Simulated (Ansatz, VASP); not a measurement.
**Ba in VASP and in Ansatz**

Contents of INCAR:

```
SYSTEM = Ba
PREC = Accurate
ENCUT = 520
EDIFF = 1E-6
ISMEAR = -1
SIGMA = 0.6
LREAL = .False.
LASPH = .True.
NELM = 100
ALGO = Normal
ISIF = 2
LWAVE = .False.
LCHARG = .True.
GGA = PE
LELF = .True.
LVHAR = .True.
NBANDS = 11
```

File KPOINTS:

```
Automatic mesh
0
Gamma
  9 9 9
  0 0 0
```

File POSCAR:

```
Ba
1.0
   -2.5124914082      2.5124914082      2.5124914082
    2.5124914082     -2.5124914082      2.5124914082
    2.5124914082      2.5124914082     -2.5124914082
Ba
1
Direct
    0.0000000000      0.0000000000      0.0000000000
```

Input for Ansatz:

```yaml
crystal:
  lattice:
    - [-2.5124914082, 2.5124914082, 2.5124914082]
    - [2.5124914082, -2.5124914082, 2.5124914082]
    - [2.5124914082, 2.5124914082, -2.5124914082]
  atoms:
    - { symbol: Ba, position: [0.0, 0.0, 0.0] }
hamiltonian:
  xc: pbe
  pseudopotentials:
    kind: paw
    azcp:
      Ba: "pseudopotentials/Ba.paw.azcp"
basis:
  ecutwfc: 420
  fft_grid_basis: typed
kpoints:
  mp_grid: { grid: [9, 9, 9], shift: [0, 0, 0] }
magnetization:
  spin_polarized: false
scf:
  occupations: { method: fermi_dirac, width: 0.6 }
  lower_state_search: "off"
output:
  stress: true
```

Alike in both runs: task single point; functional PBE; k mesh 9 × 9 × 9; occupations fermi-dirac, width 0.6 eV; no spin polarisation.

```csv
,VASP,Ansatz
version,VASP 6.6.1,Ansatz 0.2.0
potentials or method,"VASP PAW PBE potentials, release 64 (Ba_sv), cutoff 520 eV","plane waves (420 eV) with PAW, scalar-relativistic"
valence electrons in the cell,10,10
```

VASP gave:

| Property | Result |
| --- | --- |
| pressure (GPa) | 0.9 |

Q: Which values does Ansatz return?

A: Pressure (GPa): 0.8.

Spin-orbit coupling is off throughout.
